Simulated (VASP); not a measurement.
Wanted: the native input for a VASP 6.6.1 run.

```
Task                   : single point
Functional             : PBEsol
Potentials or basis    : VASP PAW PBE potentials, release 64 (Ga_d, B, As)
Cutoff                 : 560 eV
k mesh                 : 1 × 1 × 1, shifted
Occupations            : fermi-dirac, width 0.05 eV
Spin                   : no spin polarisation
Dipole correction      : no
Further INCAR settings : LREAL = Auto; ALGO = Normal; EDIFF = 1e-06; NBANDS = 286; ISYM = -1
```

The structure of Ga3BAs4 lies in POSCAR:

```
Ga3BAs4
1.0
   10.8718288816      0.0000000000      0.0000000000
    0.0000000000     10.8718288816      0.0000000000
    0.0000000000      0.0000000000     10.8718288816
Ga B As
24 8 32
Direct
    0.9991750000      0.9906740000      0.0010090000
    0.0022610000      0.9863140000      0.5002920000
    0.5013360000      0.0074200000      0.5032350000
    0.4982430000      0.4959920000      0.9964210000
    0.5023920000      0.4925180000      0.5083450000
    0.2538340000      0.2506610000      0.9968140000
    0.2502900000      0.2552450000      0.5100590000
    0.2382720000      0.7448800000      0.4979280000
    0.7519820000      0.2552730000      0.5051190000
    0.7578490000      0.7517620000      0.0006730000
    0.7626960000      0.7470350000      0.5016900000
    0.2496080000      0.9916610000      0.2400520000
    0.2535080000      0.9953470000      0.7586060000
    0.2390840000      0.5097310000      0.2487370000
    0.2446660000      0.5021990000      0.7542010000
    0.7521680000      0.9997600000      0.2422730000
    0.7510310000      0.0018370000      0.7577680000
    0.7617780000      0.5002060000      0.2448560000
    0.7578140000      0.4958640000      0.7535150000
    0.9956050000      0.2615170000      0.2479540000
    0.9957940000      0.2632090000      0.7527410000
    0.5039050000      0.2437710000      0.2410510000
    0.4950630000      0.7558180000      0.2413960000
    0.4934600000      0.7553540000      0.7588700000
    0.9976910000      0.5068070000      0.9950790000
    0.0013250000      0.5114820000      0.4968620000
    0.5011310000      0.0036250000      0.9900680000
    0.2374300000      0.7485630000      0.9945550000
    0.7429940000      0.2451770000      0.9893830000
    0.0039880000      0.7387790000      0.2433320000
    0.0041110000      0.7350820000      0.7543960000
    0.5074520000      0.2415100000      0.7608420000
    0.1239870000      0.1268450000      0.1236110000
    0.1220010000      0.1222290000      0.6332900000
    0.1120520000      0.6347320000      0.1127080000
    0.1028240000      0.6215070000      0.6243610000
    0.6265140000      0.1207150000      0.0977430000
    0.6184790000      0.1386050000      0.6403060000
    0.6272280000      0.6237850000      0.1226050000
    0.6261860000      0.6265800000      0.6336680000
    0.3705270000      0.3774980000      0.1294900000
    0.3904850000      0.3597660000      0.6529870000
    0.3706320000      0.8771080000      0.0920180000
    0.3706070000      0.8737260000      0.6194430000
    0.8705080000      0.3766520000      0.0937860000
    0.8894570000      0.3958870000      0.6062440000
    0.8895000000      0.8576950000      0.1425420000
    0.8908050000      0.8582810000      0.6498510000
    0.3694320000      0.1246120000      0.3713550000
    0.3987570000      0.1243760000      0.8759260000
    0.3757960000      0.6233180000      0.3774730000
    0.3569970000      0.6371880000      0.8898480000
    0.8741060000      0.1233660000      0.3774640000
    0.8654370000      0.1380300000      0.8876640000
    0.9023020000      0.6245280000      0.3700430000
    0.8969150000      0.6242040000      0.8759950000
    0.1144410000      0.3946590000      0.3926710000
    0.1137790000      0.3912900000      0.8920350000
    0.1132610000      0.8551540000      0.3525090000
    0.1231220000      0.8481590000      0.8709610000
    0.6284970000      0.3739860000      0.3694310000
    0.6267460000      0.3513690000      0.8725620000
    0.6274670000      0.8770490000      0.3761440000
    0.6161940000      0.8874760000      0.8893000000
```

These files were run (other wordings do the same):

INCAR

```
ALGO     = Normal         # electronic algorithm
EDIFF    = 1E-6           # SCF threshold, eV
ENCUT    = 560            # plane-wave cutoff, eV
GGA      = PS             # functional
GGA_COMPAT= F            
ISIF     = 2              # what is computed and relaxed
ISMEAR   = -1             # smearing method
ISYM     = -1           
LASPH    = T              # aspherical terms in the spheres
LCHARG   = T              # write CHGCAR
LELF     = T              # ELF
LREAL    = Auto         
LVHAR    = T            
LWAVE    = F              # write WAVECAR
NBANDS   = 286            # bands
NELM     = 120            # most SCF steps
PREC     = Accurate       # precision mode
SIGMA    = 0.05           # smearing width, eV
```

KPOINTS

```
explicit points
1
Reciprocal
  0.25000000   0.25000000   0.25000000 1
```

Potentials or basis: VASP PAW PBE potentials, release 64 (Ga_d, B, As).

Launch:

```sh
$ cat potpaw_PBE.64/Ga_d/POTCAR potpaw_PBE.64/B/POTCAR potpaw_PBE.64/As/POTCAR > POTCAR
$ mpirun -np 1 vasp_std > vasp.out
```

Results of the run:

| Property | Result |
| --- | --- |
| Pressure | 0.2 GPa |
| Largest force | 0.044 eV/Å |
| Band gap on the k mesh | 1.17 eV |

Caveat: the PAW data sets were made with another functional, which shifts forces and pressure a little; a shifted mesh leaves out Γ, where band edges can lie.

Wall time 23 min on 1 thread of Intel Xeon 8259CL, on a shared host, peak memory 1.2 GiB.
